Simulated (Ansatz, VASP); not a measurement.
**Two plane-wave programs on SnTe**

INCAR

```
  PREC = Accurate
  ENCUT = 520
  EDIFF = 1E-6
  ISMEAR = 0
  SIGMA = 0.05
  LREAL = F
  LASPH = T
  NELM = 80
  ALGO = Normal
  ISIF = 2
  LWAVE = F
  LCHARG = F
  GGA = PE
  NBANDS = 17
```

Contents of KPOINTS:

```
regular mesh
0
Gamma
  10 10 10
```

POSCAR

```
SnTe
1.0
    0.0000000000      3.1870217580      3.1870217580
    3.1870217580      0.0000000000      3.1870217580
    3.1870217580      3.1870217580      0.0000000000
Sn Te
1 1
Direct
    0.0000000000      0.0000000000      0.0000000000
    0.5000000000      0.5000000000      0.5000000000
```

Input for Ansatz:

```yaml
crystal:
  lattice:
    - [0.0, 3.187021758, 3.187021758]
    - [3.187021758, 0.0, 3.187021758]
    - [3.187021758, 3.187021758, 0.0]
  atoms:
    - { symbol: Sn, position: [0.0, 0.0, 0.0] }
    - { symbol: Te, position: [0.5, 0.5, 0.5] }
basis:
  ecutwfc: 420
kpoints:
  mp_grid: { grid: [10, 10, 10] }
hamiltonian:
  xc: pbe
scf:
  occupations: { method: gaussian, width: 0.05 }
output:
  forces: true
  stress: true
  eigenvalues: true
  populations: true
  write_density: true
  write_potential: true
  elf: true
  volumetric_format: npy
```

Alike in both runs: task single point; functional PBE; k mesh 10 × 10 × 10; occupations gaussian, width 0.05 eV; no spin polarisation.

|  | VASP | Ansatz |
| --- | --- | --- |
| version | VASP 6.6.1 | Ansatz 0.2.0 |
| potentials or method | VASP PAW PBE potentials, release 64 (Sn_d, Te), cutoff 520 eV | scalar-relativistic, plane waves, PAW |
| valence electrons in the cell | 20 | 30 |

Ansatz gave:

```
gap on the k mesh at the Fermi level (eV) : none
least direct gap on the mesh (eV)         : 0.00
pressure (GPa)                            : 0.7
```

Which values does VASP return?

gap on the k mesh at the Fermi level (eV): none; least direct gap on the mesh (eV): 0.00; pressure (GPa): 0.6.

A gap of «none» marks a metal or a gap that the smearing closes. With one functional, cell and mesh, what is left measures potentials, basis and numerics. VASP's potentials hold 20 valence electrons a cell and Ansatz's 30, so a difference there can come from the potentials and not from the codes.

Neither program's run includes spin-orbit coupling.

A gap of «none» marks a metal or a gap under the smearing width.
